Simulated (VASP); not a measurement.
Crystal: ZrC.

```
Zr C
1.0
     0.00000    2.36500    2.36500
     2.36500    0.00000    2.36500
     2.36500    2.36500    0.00000
Zr C
1 1
Direct
  0.50000 0.50000 0.50000
  0.00000 0.00000 0.00000
```

- Program: VASP 6.6.1
- Task: relaxation of volume and atoms at fixed shape
- Functional: PBEsol
- Potentials or basis: VASP PAW PBE potentials, release 64 (Zr_sv, C)
- Cutoff: 600 eV
- k mesh: 15 × 15 × 15
- Occupations: fermi-dirac, width 0.1 eV
- Spin: no spin polarisation

At the start: pressure -8.2 GPa; volume 13.23 Å³/atom.

Task: How do energy, volume and symmetry change on relaxing?

Result: Over 3 steps the energy falls by 12.9 meV/atom and the volume is 12.75 Å³/atom (-3.6 %); space group Fm-3m (No. 225, to 0.1 Å) before and after.

The path:
| step | energy change (eV) | largest force (eV/Å) | pressure (GPa) | volume (Å³) |
| --- | --- | --- | --- | --- |
| 1 | 0.0000 | 0.0000 | -8.23 | 26.46 |
| 2 | 0.0502 | 0.0000 | 16.68 | 23.94 |
| 3 | -0.0259 | 0.0000 | -0.15 | 25.50 |

Final structure:
```
Zr C
1.0
     0.00000    2.33604    2.33604
     2.33604    0.00000    2.33604
     2.33604    2.33604    0.00000
Zr C
1 1
Direct
  0.50000 0.50000 0.50000
  0.00000 0.00000 0.00000
```

Caveat: the PAW data sets were made with another functional, which shifts forces and pressure a little.
